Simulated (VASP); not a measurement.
## Si3B2: relaxation of cell and atoms with PBE

Si3B2:

```
Si B
1.0
     3.47470    0.00000    0.00000
    -1.73735    3.00918    0.00000
     0.00000    0.00000    5.59575
Si B
3 2
Direct
  0.00000 0.00000 0.00000
  0.33333 0.66667 0.65529
  0.66667 0.33333 0.34471
  0.33333 0.66667 0.25740
  0.66667 0.33333 0.74260
```

```json
{
  "Program": "VASP 6.6.1",
  "Task": "relaxation of cell and atoms",
  "Functional": "PBE",
  "Potentials or basis": "VASP PAW PBE potentials, release 64 (Si, B)",
  "Cutoff": "600 eV",
  "k mesh": "12 × 12 × 8",
  "Occupations": "gaussian, width 0.1 eV",
  "Spin": "no spin polarisation",
  "Dipole correction": "no",
  "Further INCAR settings": "ALGO = Normal; EDIFF = 1e-06; IBRION = 2; EDIFFG = -0.01; NSW = 100; ISIF = 3"
}
```

* Relaxed volume: 12.16 Å³/atom
* Relaxed cell: a = 3.377 Å, b = 3.377 Å, c = 6.153 Å, α = 90.00°, β = 90.00°, γ = 120.00°
* Space group after relaxing (to 0.1 Å): P-3m1 (No. 164)
* Energy gained by relaxing: 16.8 meV/atom
* Ionic steps: 25
* Pressure after relaxing: 0.0 GPa
* Largest force after relaxing: 0.008 eV/Å
* Band gap on the k mesh: zero (bands 9 and 10 overlap by 3.55 eV)

Forces on the atoms (eV/Å):
```
Si   0.000  0.000  0.000
Si   0.000  0.000 -0.005
Si   0.000  0.000  0.005
B    0.000  0.000  0.008
B    0.000  0.000 -0.008
```

Step by step:
| step | energy change (eV) | largest force (eV/Å) | pressure (GPa) | volume (Å³) |
| --- | --- | --- | --- | --- |
| 1 | 0.0000 | 0.1024 | 0.03 | 58.51 |
| 2 | -0.0066 | 0.0414 | 0.25 | 58.53 |
| 3 | -0.0178 | 0.0891 | 0.93 | 58.56 |
| 4 | -0.0457 | 0.2080 | 2.39 | 58.54 |
| 5 | 0.0203 | 0.2934 | 5.88 | 58.26 |
| 6 | -0.0464 | 0.2441 | 2.87 | 58.52 |
| 7 | -0.0499 | 0.2322 | 2.66 | 58.67 |
| 8 | -0.0583 | 0.1917 | 2.03 | 59.10 |
| 9 | -0.0579 | 0.1765 | 0.82 | 59.95 |
| 10 | -0.0609 | 0.1727 | 1.35 | 59.57 |
| 11 | -0.0610 | 0.1707 | 1.47 | 59.48 |
| 12 | -0.0631 | 0.1771 | 1.19 | 59.58 |
| 13 | -0.0671 | 0.1930 | 0.36 | 59.87 |
| 14 | -0.0658 | 0.2167 | -1.22 | 60.46 |
| 15 | -0.0680 | 0.2035 | -0.31 | 60.11 |
| 16 | -0.0703 | 0.1881 | -0.27 | 60.13 |
| 17 | -0.0759 | 0.1412 | -0.15 | 60.17 |
| 18 | -0.0813 | 0.0704 | 0.13 | 60.25 |
| 19 | -0.0814 | 0.0841 | 0.18 | 60.26 |
| 20 | -0.0826 | 0.0620 | 0.15 | 60.39 |
| 21 | -0.0839 | 0.0159 | 0.11 | 60.65 |
| 22 | -0.0839 | 0.0142 | 0.11 | 60.71 |
| 23 | -0.0840 | 0.0185 | -0.17 | 60.85 |
| 24 | -0.0840 | 0.0172 | -0.09 | 60.81 |
| 25 | -0.0841 | 0.0081 | 0.00 | 60.78 |

Final structure:
```
CELL_PARAMETERS angstrom
3.37723 0.00000 0.00000
-1.68862 2.92477 0.00000
0.00000 0.00000 6.15323
ATOMIC_POSITIONS crystal
Si 0.00000 0.00000 0.00000
Si 0.33333 0.66667 0.65655
Si 0.66667 0.33333 0.34345
B 0.33333 0.66667 0.25922
B 0.66667 0.33333 0.74078
```

Levels at points of the mesh, in eV from the Fermi level:
```tsv
k point	band 5	band 6	band 7	band 8	band 9	band 10	band 11	band 12	band 13
(0.00, 0.00, 0.00)	-1.91	-1.43	-0.62	-0.62	0.15	1.89	1.89	2.70	4.33
(0.50, 0.00, 0.00)	-6.18	-6.14	-4.27	-2.35	-0.33	1.13	1.46	1.80	3.12
(0.00, 0.00, 0.50)	-1.73	-1.73	-0.83	-0.83	1.94	1.94	2.44	3.20	3.20
(0.50, 0.00, 0.50)	-3.80	-3.48	-3.31	-3.26	-2.57	-1.61	0.80	1.00	3.80
```

Wall time 22 min on 1 thread of Intel(R) Xeon(R) Platinum 8259CL CPU @ 2.50GHz (Skylake/Cascade Lake), with other jobs on the host, peak memory 0.27 GiB.
